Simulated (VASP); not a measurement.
# ZrTiB4 (P6/mmm) in VASP: single point with LDA

Aim: the single point of ZrTiB4 with LDA.

All numbers are computed with VASP 6.6.1; they aren't measurements. Logs are shortened: lines on timing, memory, paths and dates and some standing lists are left out, and cuts for length are marked.

## 1. The cell of the first run

Symmetry: P6/mmm, No. 191, hexagonal system. The conventional cell has a = 3.097 Å, b = 3.097 Å, c = 6.795 Å, α = 90.00°, β = 90.00°, γ = 120.00°. Within 3.4 Å of Zr (site symmetry 6/mmm) lie 12 B at 2.54 Å and 6 Zr at 3.10 Å and 2 Ti at 3.40 Å. Within 3.2 Å of Ti (site symmetry 6/mmm) lie 12 B at 2.39 Å and 6 Ti at 3.10 Å. Within 2.4 Å of B (site symmetry 3m) lie 3 B at 1.79 Å and 3 Ti at 2.39 Å.

## 2. Single point, LDA

INCAR

```
PREC = Accurate
ENCUT = 500
EDIFF = 1E-6
ISMEAR = 0
SIGMA = 0.05
LREAL = F
LASPH = T
NELM = 120
ALGO = Normal
ISIF = 2
LWAVE = F
LCHARG = T
GGA = CA
LELF = T
LVHAR = T
NBANDS = 27
GGA_COMPAT = F
```

KPOINTS

```
regular mesh
0
Gamma
  8 8 4
```

POSCAR

```
ZrTiB4
1.0
    3.0971246900      0.0000000000      0.0000000000
   -1.5485623500      2.6821886600      0.0000000000
    0.0000000000      0.0000000000      6.7945002500
Zr Ti B
1 1 4
Direct
    0.0000000000      0.0000000000      0.5000000000
    0.0000000000      0.0000000000      0.0000000000
    0.3333333300      0.6666666700      0.7664294100
    0.3333333300      0.6666666700      0.2335705900
    0.6666666700      0.3333333300      0.7664294100
    0.6666666700      0.3333333300      0.2335705900
```

Potentials or basis: VASP PAW LDA potentials, release 64 (Zr_sv, Ti_sv, B).

On the command line:

```console
$ cat potpaw_LDA.64/Zr_sv/POTCAR potpaw_LDA.64/Ti_sv/POTCAR potpaw_LDA.64/B/POTCAR > POTCAR
$ mpirun -np 1 vasp_std > vasp.out
```

OUTCAR:

```text
PREC = Accurate
   ENCUT = 500
   EDIFF = 1E-6
   ISMEAR = 0
   LREAL = F
   LASPH = T
   NELM = 120
   ISIF = 2
   GGA = CA

 ion  position               nearest neighbor table
   1  0.000  0.000  0.500-   3 2.54   4 2.54   5 2.54   6 2.54   5 2.54   6 2.54   3 2.54   4 2.54
                             5 2.54   6 2.54   3 2.54   4 2.54   2 3.40   2 3.40
   2  0.000  0.000  0.000-   3 2.39   4 2.39   5 2.39   6 2.39   5 2.39   6 2.39   3 2.39   4 2.39
                             5 2.39   6 2.39   3 2.39   4 2.39   1 3.40   1 3.40
   3  0.333  0.667  0.766-   5 1.79   5 1.79   5 1.79   2 2.39   2 2.39   2 2.39   1 2.54   1 2.54
                             1 2.54
   4  0.333  0.667  0.234-   6 1.79   6 1.79   6 1.79   2 2.39   2 2.39   2 2.39   1 2.54   1 2.54
                             1 2.54
   5  0.667  0.333  0.766-   3 1.79   3 1.79   3 1.79   2 2.39   2 2.39   2 2.39   1 2.54   1 2.54
                             1 2.54
   6  0.667  0.333  0.234-   4 1.79   4 1.79   4 1.79   2 2.39   2 2.39   2 2.39   1 2.54   1 2.54
                             1 2.54

  LATTYP: Found a hexagonal cell.
 ALAT       =     3.0971246900
 C/A-ratio  =     2.1938090746

  Lattice vectors:

 A1 = (   3.0971246900,   0.0000000000,   0.0000000000)
 A2 = (  -1.5485623500,   2.6821886600,   0.0000000000)
 A3 = (   0.0000000000,   0.0000000000,   6.7945002500)

Analysis of symmetry for initial positions (statically):
=====================================================================
 Subroutine PRICEL returns:
 Original cell was already a primitive cell.

 Routine SETGRP: Setting up the symmetry group for a
 hexagonal supercell.

 Subroutine GETGRP returns: Found 24 space group operations
 (whereof 24 operations were pure point group operations)
 out of a pool of 24 trial point group operations.

The static configuration has the point symmetry D_6h.

Analysis of symmetry for dynamics (positions and initial velocities):
=====================================================================
 Subroutine PRICEL returns:
 Original cell was already a primitive cell.

 Routine SETGRP: Setting up the symmetry group for a
 hexagonal supercell.

 Subroutine GETGRP returns: Found 24 space group operations
 (whereof 24 operations were pure point group operations)
 out of a pool of 24 trial point group operations.

The dynamic configuration has the point symmetry D_6h.

 Subroutine INISYM returns: Found 24 space group operations
 (whereof 24 operations are pure point group operations),
 and found     1 'primitive' translations
[... 101 lines left out ...]
   ENCUT  =  500.0 eV  36.75 Ry    6.06 a.u.   5.65  5.65 12.39*2*pi/ulx,y,z
   NELM   =    120;   NELMIN=  2; NELMDL= -5     # of ELM steps
   EDIFF  = 0.1E-05   stopping-criterion for ELM
   LREAL  =      F    real-space projection
   EDIFFG = 0.1E-04   stopping-criterion for IOM
   NSW    =      0    number of steps for IOM
   IBRION =     -1    ionic relax: 0-MD 1-quasi-New 2-CG
   NFREE  =      0    steps in history (QN), initial steepest desc. (CG)
   ISIF   =      2    stress and relaxation
   ISYM   =      2    0-nonsym 1-usesym 2-fastsym
   POTIM  = 0.5000    time-step for ionic-motion
   TEBEG  =    0.0;   TEEND  =   0.0 temperature during run
   PSTRESS=    0.0 pullay stress
   NELECT =      36.0000    total number of electrons
   NUPDOWN=      -1.0000    fix difference up-down
   EMIN   =  10.00;   EMAX   =-10.00  energy-range for DOS
   EFERMI =   0.00;   METHOD = LEGACY
   ISMEAR =     0;   SIGMA  =   0.05  broadening in eV -4-tet -1-fermi 0-gaus
   EFERMI_NEDOS =   21; number of points for ismear=-14 and -15
   IALGO  =     38    algorithm
   IMIX   =      4    mixing-type and parameters
     AMIX     =   0.40;   BMIX     =  1.00
     AMIX_MAG =   1.60;   BMIX_MAG =  1.00
  volume/ion in A,a.u.               =       9.41        63.48
  Fermi-wavevector in a.u.,A,eV,Ry     =   1.409204  2.663009 27.019204  1.985855
  Thomas-Fermi vector in A             =   2.531284
   LORBIT       =      0    0 simple, 1 ext, 2 COOP (PROOUT), +10 PAW based schemes
   GGA     = CA    functional components
   LHFCALC =     F    Hartree Fock is set to
   AEXX    =    0.0000 exact exchange contribution
   IVDW    =     0    specifies the selected vdW correction
   LEPSILON=     F    determine dielectric tensor
   LRPA    =     F    only Hartree local field effects (RPA)
 non-spin polarized calculation
 Gauss-broadening in eV      SIGMA  =   0.05
  energy-cutoff  :      500.00
  volume of cell :       56.44
 maximum number of plane-waves:      1458
 NGX is ok and might be reduce to    24
   NGX = 11   NGY = 11   NGZ = 25

 number of electron      36.0000002 magnetization

 Free energy of the ion-electron system (eV)
  ---------------------------------------------------
  ext. energy  EPLUGINS =         0.00000000
  ---------------------------------------------------
  free energy    TOTEN  =       -54.22355758 eV

  energy without entropy =      -54.22297703  energy(sigma->0) =      -54.22326731

 E-fermi :  10.1272     XC(G=0): -12.7516

 val. band max:       10.0965847669   @ k =   0.1250   0.1250   0.5000
 cond. band min:      10.1816942904   @ k =   0.0000   0.0000   0.0000
 fundamental gap:      0.0851095235
 Fermi energy:        10.1272388311

 k-point     1 :       0.0000    0.0000    0.0000
  band No.  band energies     occupation
      1     -46.1261      2.00000
      2     -38.0706      2.00000
      3     -22.9653      2.00000
      4     -22.5796      2.00000
      5     -22.5796      2.00000
      6     -16.6395      2.00000
[... 709 lines left out ...]
     26      15.1227      0.00000
     27      16.2199      0.00000

 [... further k-points ...]
[... 5 lines left out ...]
  --------------------------------------------------------------------------------------
  -------------------------------------------------------------------------------------
  Total       -3.1605938     -3.1605938     -3.9278193      0.0000000      0.0000000      0.0000000
  in kB      -89.7167925    -89.7167925   -111.4952963      0.0000002      0.0000000      0.0000000
  external PRESSURE =     -96.9762938 kB  Pullay stress =       0.0000000 kB

 VOLUME and BASIS-vectors are now :
 -----------------------------------------------------------------------------
  energy-cutoff  :      500.00
  volume of cell :       56.44
      direct lattice vectors                 reciprocal lattice vectors
     3.097124690  0.000000000  0.000000000     0.322880123  0.186414926  0.000000000
    -1.548562350  2.682188660  0.000000000     0.000000000  0.372829852  0.000000000
     0.000000000  0.000000000  6.794500250     0.000000000  0.000000000  0.147177859

 POSITION                                       TOTAL-FORCE (eV/Angst)
 -----------------------------------------------------------------------------------
      0.00000      0.00000      3.39725        -0.000000      0.000000      0.000000
      0.00000      0.00000      0.00000        -0.000000      0.000000      0.000000
     -0.00000      1.78813      5.20750         0.000000     -0.000000     -0.007606
     -0.00000      1.78813      1.58700         0.000000     -0.000000      0.007606
      1.54856      0.89406      5.20750        -0.000000      0.000000     -0.007606
      1.54856      0.89406      1.58700        -0.000000      0.000000      0.007606
 -----------------------------------------------------------------------------------
    total drift:                                0.000000      0.000000      0.000000

  FREE ENERGIE OF THE ION-ELECTRON SYSTEM (eV)
  ---------------------------------------------------
  free  energy   TOTEN  =       -54.2235575850 eV

  energy  without entropy=      -54.2229770322  energy(sigma->0) =      -54.22326731
```

Wall time 21 s (1 thread of Intel Xeon 6975P-C (Granite Rapids), shared host); peak memory 0.18 GiB.

Results:

* Free energy: -54.2236 eV
* Pressure: -9.7 GPa
* Largest force: 0.008 eV/Å
* Band gap on the k mesh: zero (band 18 reaches 10.52 eV, above the bottom of band 19 at 10.10 eV)

Forces on the atoms (eV/Å):
```
Zr   0.000  0.000  0.000
Ti   0.000  0.000  0.000
B    0.000  0.000 -0.008
B    0.000  0.000  0.008
B    0.000  0.000 -0.008
B    0.000  0.000  0.008
```

Stress tensor (GPa, compression positive):
```
 -8.97   0.00   0.00
  0.00  -8.97   0.00
  0.00   0.00 -11.15
```

Levels at points of the mesh, in eV from the Fermi level:
```tsv
k point	band 15	band 16	band 17	band 18	band 19	band 20	band 21	band 22
(0.00, 0.00, 0.00)	-2.18	-0.64	-0.64	0.05	0.05	0.69	0.69	1.62
(0.50, 0.00, 0.00)	-3.47	-3.05	-2.38	-2.38	1.77	2.61	2.61	2.77
(0.00, 0.00, 0.50)	-1.69	-1.69	0.06	0.39	0.46	0.46	1.75	1.75
(0.50, 0.00, 0.50)	-3.56	-2.99	-2.52	-2.22	1.43	2.32	2.61	2.96
```
